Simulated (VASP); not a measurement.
# SnO2 (P-1) in VASP: a series of runs, part 2 of 2

VASP 6.6.1. The steps go on from the part before.

## Step 4: Single point, PBE+D3(BJ) (atoms displaced along a vibrational mode)

Contents of INCAR:

```
SYSTEM = SnO2
  PREC = Accurate
  ENCUT = 520
  EDIFF = 1E-7
  ISMEAR = 0
  SIGMA = 0.05
  LREAL = .FALSE.
  LASPH = .TRUE.
  NELM = 60
  ALGO = Normal
  ISIF = 2
  LWAVE = .FALSE.
  LCHARG = .FALSE.
  GGA = PE
  IVDW = 12
  NBANDS = 35
```

Contents of KPOINTS:

```
Automatic mesh
0
G
  8 6 6
  0 0 0
```

Contents of POSCAR:

```
SnO2
1.0
    1.6186264610     -2.8035432689      0.0000000000
    1.6186264610      0.9345144230      4.2918257460
   -4.8558793830     -2.8035432689      0.0000000000
Sn O
2 4
Direct
    0.5252065569      0.3975445496     -0.0313574457
   -0.0252065569      0.6024554504      0.5313574457
    0.4880450562      0.7689116785      0.7962000588
    1.0119549438      0.6926884373      0.1909999798
    0.4880450562      0.3073115627      0.3090000202
    1.0119549438      0.2310883215      0.7037999412
```

Potentials or basis: VASP PAW PBE potentials, release 64 (Sn_d, O).

Launch:

```console
$ cat potpaw_PBE.64/Sn_d/POTCAR potpaw_PBE.64/O/POTCAR > POTCAR
$ mpirun -np 1 vasp_std > vasp.out
```

OUTCAR:

```text
SYSTEM = SnO2
   PREC = Accurate
   ENCUT = 520
   EDIFF = 1E-7
   ISMEAR = 0
   LREAL = .FALSE.
   LASPH = .TRUE.
   NELM = 60
   ISIF = 2
   GGA = PE
   IVDW = 12
 IVDW          = 12

 ion  position               nearest neighbor table
   1  0.525  0.398  0.969-   6 2.09   5 2.12   4 2.14   6 2.16   4 2.20   3 2.31   3 2.71   2 3.25
                             2 3.31   2 3.41   2 3.46
   2  0.975  0.602  0.531-   3 2.09   4 2.12   5 2.14   3 2.16   5 2.20   6 2.31   6 2.71   1 3.25
                             1 3.31   1 3.41   1 3.46
   3  0.488  0.769  0.796-   2 2.09   2 2.16   1 2.31   1 2.71
   4  0.012  0.693  0.191-   2 2.12   1 2.14   1 2.20
   5  0.488  0.307  0.309-   1 2.12   2 2.14   2 2.20
   6  0.012  0.231  0.704-   1 2.09   1 2.16   2 2.31   2 2.71

  LATTYP: Found a simple monoclinic cell.
 ALAT       =     4.6811363002
 B/A-ratio  =     0.6915528014
 C/A-ratio  =     1.1978045881
 COS(beta)  =    -0.3992681960

  Lattice vectors:

 A1 = (   1.6186264610,   0.9345144230,   4.2918257460)
 A2 = (  -1.6186264610,   2.8035432689,   0.0000000000)
 A3 = (  -4.8558793830,  -2.8035432689,   0.0000000000)

[... 187 lines left out ...]
 cond. band min:       5.7903904396   @ k =   0.0000   0.0000   0.0000
 fundamental gap:      0.5088328607
 Fermi energy:         5.5068069513

 k-point     1 :       0.0000    0.0000    0.0000
  band No.  band energies     occupation
      1     -15.7236      2.00000
      2     -15.3591      2.00000
      3     -15.2405      2.00000
      4     -15.2145      2.00000
      5     -15.1680      2.00000
      6     -15.1307      2.00000
[... 901 lines left out ...]
     34      16.2170      0.00000
     35      17.6860      0.00000

 [... further k-points ...]

------------------------ aborting loop because EDIFF is reached ----------------------------------------

 Edisp (eV)   -1.20638

 E8    (eV) :    -0.4793

  FORCE on cell =-STRESS in cart. coord.  units (eV):
  Direction    XX          YY          ZZ          XY          YZ          ZX
  --------------------------------------------------------------------------------------
  -------------------------------------------------------------------------------------
  Total      -2.28901    -1.98887    -4.76884    -0.49121     0.02697    -0.12904
  in kB     -47.07635   -40.90361   -98.07709   -10.10236     0.55470    -2.65382
  external pressure =      -62.02 kB  Pullay stress =        0.00 kB

 VOLUME and BASIS-vectors are now :
 -----------------------------------------------------------------------------
  energy-cutoff  :      520.00
  volume of cell :       77.90
      direct lattice vectors                 reciprocal lattice vectors
     1.618626461 -2.803543269  0.000000000     0.154451942 -0.267518611  0.000000000
     1.618626461  0.934514423  4.291825746     0.000000000  0.000000000  0.233001072
    -4.855879383 -2.803543269  0.000000000    -0.154451942 -0.089172870  0.077667024

 POSITION                                       TOTAL-FORCE (eV/Angst)
 -----------------------------------------------------------------------------------
     -3.21002     -3.81656      1.70619        -0.999215      0.345240      0.942538
     -0.02723     -3.65956      2.58563         0.999215     -0.345240     -0.942538
     -1.83171     -2.88188      3.30003         0.472894      0.251752      0.025257
      0.21308      0.07833      2.97290        -0.274604      0.041729     -0.430515
     -0.21308     -1.94736      1.31893         0.274604     -0.041729      0.430515
     -3.02417     -1.79069      0.99179        -0.472894     -0.251752     -0.025257
 -----------------------------------------------------------------------------------
    total drift:                               -0.000000     -0.000000      0.000000

  FREE ENERGIE OF THE ION-ELECTRON SYSTEM (eV)
  ---------------------------------------------------
  free  energy   TOTEN  =       -36.9932778310 eV

  energy  without entropy=      -36.9932778310  energy(sigma->0) =      -36.99327783
```

OSZICAR:

```text
N       E                     dE             d eps       ncg     rms          rms(c)
DAV:   1     0.636757446183E+03    0.63676E+03   -0.26000E+04 11564   0.231E+03
DAV:   2     0.625808937321E+02   -0.57418E+03   -0.54273E+03 11136   0.614E+02
DAV:   3    -0.364927406723E+02   -0.99074E+02   -0.96867E+02 11465   0.208E+02
DAV:   4    -0.416115544123E+02   -0.51188E+01   -0.50800E+01 12746   0.520E+01
DAV:   5    -0.417362066439E+02   -0.12465E+00   -0.12449E+00 12186   0.873E+00    0.148E+01
DAV:   6    -0.357580622172E+02    0.59781E+01   -0.16895E+01 16759   0.677E+01    0.577E+00
DAV:   7    -0.358342636517E+02   -0.76201E-01   -0.21837E+00 11151   0.868E+00    0.302E+00
DAV:   8    -0.357960824153E+02    0.38181E-01   -0.25516E-01 14687   0.390E+00    0.827E-01
DAV:   9    -0.357853757823E+02    0.10707E-01   -0.33086E-02 16313   0.262E+00    0.163E-01
DAV:  10    -0.357863616633E+02   -0.98588E-03   -0.68220E-03 11206   0.542E-01    0.118E-01
DAV:  11    -0.357868904875E+02   -0.52882E-03   -0.10349E-03 13570   0.320E-01    0.456E-02
DAV:  12    -0.357868860553E+02    0.44322E-05   -0.15182E-04 15291   0.120E-01    0.141E-02
DAV:  13    -0.357868984905E+02   -0.12435E-04   -0.45493E-05 12303   0.464E-02    0.565E-03
DAV:  14    -0.357868980644E+02    0.42610E-06   -0.16223E-06 13164   0.984E-03    0.207E-03
DAV:  15    -0.357868981981E+02   -0.13373E-06   -0.68721E-07  9787   0.666E-03    0.441E-04
DAV:  16    -0.357868982065E+02   -0.83755E-08   -0.48619E-08  9229   0.168E-03
   1 F= -.36993278E+02 E0= -.36993278E+02  d E =-.165678E-12
```

Wall time 3.2 min (1 thread of Intel Xeon 6975P-C (Granite Rapids), shared host); peak memory 0.41 GiB.

Results:

```yaml
Free_energy: -36.9933 eV
Pressure: -6.2 GPa
Largest_force: 1.416 eV/Å
Band_gap_on_the_k_mesh: 0.51 eV (least direct gap 0.66 eV)
Dispersion_energy_per_atom: -0.201 eV
```

Forces in eV/Å, atoms in the order of the input:
```
Sn  -0.999  0.345  0.943
Sn   0.999 -0.345 -0.943
O    0.473  0.252  0.025
O   -0.275  0.042 -0.431
O    0.275 -0.042  0.431
O   -0.473 -0.252 -0.025
```

Caveat: the cell differs from its parent crystal (atoms displaced along a vibrational mode); the cell stands under tension; spin-orbit coupling is left out, which moves the levels of the heavy elements; forces of over 1 eV/Å act on the atoms, so gaps and moduli don't describe the material at rest.

## Step 5: Single point, PBE+D3(BJ) (atoms displaced along a vibrational mode)

Contents of INCAR:

```
PREC = Accurate
ENCUT = 520
EDIFF = 1E-6
ISMEAR = 0
SIGMA = 0.05
LREAL = False
LASPH = True
NELM = 60
ALGO = Normal
ISIF = 2
LWAVE = False
LCHARG = False
GGA = PE
IVDW = 12
NBANDS = 35
```

Contents of KPOINTS:

```
regular mesh
0
Gamma
  8 6 6
```

Contents of POSCAR:

```
SnO2
1.0
    1.6186264610     -2.8035432689      0.0000000000
    1.6186264610      0.9345144230      4.2918257460
   -4.8558793830     -2.8035432689      0.0000000000
Sn O
2 4
Direct
    0.5420109282      0.4385267298     -0.0188144674
   -0.0420109282      0.5614732702      0.5188144674
    0.4800750937      0.7536670303      0.7751600430
    1.0199249063      0.7079330855      0.2120399956
    0.4800750937      0.2920669145      0.2879600044
    1.0199249063      0.2463329697      0.7248399570
```

Potentials or basis: VASP PAW PBE potentials, release 64 (Sn_d, O).

Launch:

```console
$ cat potpaw_PBE.64/Sn_d/POTCAR potpaw_PBE.64/O/POTCAR > POTCAR
$ mpirun -np 1 vasp_std > vasp.out
```

OUTCAR:

```text
PREC = Accurate
   ENCUT = 520
   EDIFF = 1E-6
   ISMEAR = 0
   LREAL = False
   LASPH = True
   NELM = 60
   ISIF = 2
   GGA = PE
   IVDW = 12
 IVDW          = 12

 ion  position               nearest neighbor table
   1  0.542  0.439  0.981-   6 2.06   4 2.09   5 2.10   6 2.17   4 2.20   3 2.22   2 3.14   2 3.17
                             2 3.41   2 3.44
   2  0.958  0.561  0.519-   3 2.06   5 2.09   4 2.10   3 2.17   5 2.20   6 2.22   1 3.14   1 3.17
                             1 3.41   1 3.44
   3  0.480  0.754  0.775-   2 2.06   2 2.17   1 2.22
[... 1130 lines left out ...]
  -------------------------------------------------------------------------------------
  Total      -0.27885    -0.62636    -1.54548    -0.11449    -0.29230    -0.41356
  in kB      -5.73493   -12.88184   -31.78463    -2.35457    -6.01142    -8.50538
  external pressure =      -16.80 kB  Pullay stress =        0.00 kB

 VOLUME and BASIS-vectors are now :
 -----------------------------------------------------------------------------
  energy-cutoff  :      520.00
  volume of cell :       77.90
      direct lattice vectors                 reciprocal lattice vectors
     1.618626461 -2.803543269  0.000000000     0.154451942 -0.267518611  0.000000000
     1.618626461  0.934514423  4.291825746     0.000000000  0.000000000  0.233001072
    -4.855879383 -2.803543269  0.000000000    -0.154451942 -0.089172870  0.077667024

 POSITION                                       TOTAL-FORCE (eV/Angst)
 -----------------------------------------------------------------------------------
     -3.17739     -3.86054      1.88208        -0.932669      1.166434      0.514155
     -0.05986     -3.61558      2.40975         0.932669     -1.166434     -0.514155
     -1.76712     -2.81479      3.23461         0.075053      0.021621      0.014119
      0.14849      0.01125      3.03833        -0.221160      0.092239     -0.040683
     -0.14849     -1.88028      1.25350         0.221160     -0.092239      0.040683
     -3.08876     -1.85778      1.05722        -0.075053     -0.021621     -0.014119
 -----------------------------------------------------------------------------------
    total drift:                                0.000000      0.000000     -0.000000

  FREE ENERGIE OF THE ION-ELECTRON SYSTEM (eV)
  ---------------------------------------------------
  free  energy   TOTEN  =       -37.1609246349 eV

  energy  without entropy=      -37.1609246349  energy(sigma->0) =      -37.16092463
```

OSZICAR:

```text
N       E                     dE             d eps       ncg     rms          rms(c)
DAV:   1     0.646908197903E+03    0.64691E+03   -0.25945E+04 11320   0.231E+03
DAV:   2     0.632193658675E+02   -0.58369E+03   -0.55133E+03 11160   0.613E+02
DAV:   3    -0.365696358723E+02   -0.99789E+02   -0.97915E+02 11420   0.210E+02
DAV:   4    -0.417880031207E+02   -0.52184E+01   -0.51778E+01 12932   0.526E+01
DAV:   5    -0.419139672963E+02   -0.12596E+00   -0.12579E+00 12254   0.873E+00    0.150E+01
DAV:   6    -0.359041140054E+02    0.60099E+01   -0.17105E+01 16840   0.668E+01    0.595E+00
DAV:   7    -0.359958737562E+02   -0.91760E-01   -0.21916E+00 11237   0.859E+00    0.306E+00
DAV:   8    -0.359621676044E+02    0.33706E-01   -0.22349E-01 15466   0.403E+00    0.823E-01
DAV:   9    -0.359529886416E+02    0.91790E-02   -0.34759E-02 16462   0.279E+00    0.139E-01
DAV:  10    -0.359539876867E+02   -0.99905E-03   -0.58361E-03 11388   0.522E-01    0.105E-01
DAV:  11    -0.359544320280E+02   -0.44434E-03   -0.66768E-04 14261   0.245E-01    0.319E-02
DAV:  12    -0.359544308416E+02    0.11864E-05   -0.88833E-05 16050   0.975E-02    0.967E-03
DAV:  13    -0.359544390962E+02   -0.82546E-05   -0.25766E-05 10638   0.345E-02    0.527E-03
DAV:  14    -0.359544387588E+02    0.33743E-06   -0.14384E-06  9341   0.143E-02
   1 F= -.37160925E+02 E0= -.37160925E+02  d E =-.277496E-13
```

stdout:

```text
POSCAR found type information on POSCAR SnO
 POSCAR found :  2 types and       6 ions
 scaLAPACK will be used
 LDA part: xc-table for (Slater+PW92), standard interpolation
 POSCAR, INCAR and KPOINTS ok, starting setup
 FFT: planning ... GRIDC
 FFT: planning ... GRID_SOFT
 FFT: planning ... GRID
 WAVECAR not read
 entering main loop
```

Run time: 3.3 min. Hardware: 1 thread of Intel Xeon 6975P-C (Granite Rapids), shared host; peak memory 0.42 GiB.

What came out:

```yaml
Free_energy: -37.1609 eV
Pressure: -1.7 GPa
Largest_force: 1.579 eV/Å
Band_gap_on_the_k_mesh: 0.98 eV (least direct gap 1.06 eV)
Dispersion_energy_per_atom: -0.201 eV
```

Forces on the atoms (eV/Å):
```
Sn  -0.933  1.166  0.514
Sn   0.933 -1.166 -0.514
O    0.075  0.022  0.014
O   -0.221  0.092 -0.041
O    0.221 -0.092  0.041
O   -0.075 -0.022 -0.014
```

Levels at points of the mesh, in eV from the valence-band top:
```csv
k point,band 24,band 25,band 26,band 27,band 28,band 29
"(0.00, 0.00, 0.00)",-0.78,-0.47,-0.08,0.98,3.98,5.49
"(0.50, 0.00, 0.00)",-1.11,-0.39,-0.27,4.66,4.98,8.01
"(0.00, 0.50, 0.00)",-1.20,-1.16,-0.81,3.10,4.38,5.84
"(0.50, 0.50, 0.00)",-0.94,-0.48,-0.33,4.95,5.11,7.74
"(0.00, 0.00, 0.50)",-0.75,-0.54,0.00,3.24,3.70,6.35
"(0.50, 0.00, 0.50)",-1.22,-1.10,-0.93,4.59,4.61,7.37
"(0.00, 0.50, 0.50)",-0.89,-0.64,-0.64,3.75,4.19,6.96
"(0.50, 0.50, 0.50)",-0.74,-0.31,-0.26,4.16,4.37,6.13
```

Caveat: the cell differs from its parent crystal (atoms displaced along a vibrational mode); spin-orbit coupling is left out, which moves the levels of the heavy elements; forces of over 1 eV/Å act on the atoms, so gaps and moduli don't describe the material at rest.

## Step 6: Summary

| cell | gap on the mesh (eV) | pressure (GPa) | largest force (eV/Å) |
| --- | --- | --- | --- |
| as given, atomic positions A | 1.22 | -0.1 | 1.57 |
| as given, atomic positions B | 1.02 | -1.9 | 1.31 |
| as given, atomic positions C | 0.51 | -6.2 | 1.42 |
| as given, atomic positions D | 0.98 | -1.7 | 1.58 |

Alike in all rows: task single point; level PBE+D3(BJ); potentials or basis VASP PAW PBE potentials, release 64 (Sn_d, O); no spin polarisation; k mesh 8 × 6 × 6; cutoff (eV) 520; smearing gaussian 0.05 eV.

Caveats: spin-orbit coupling is left out, which moves the levels of the heavy elements; forces of over 1 eV/Å act on the atoms, so gaps and moduli don't describe the material at rest; the cell stands under tension (at least some runs).

Absolute energies hang on the potentials; compare differences alone.
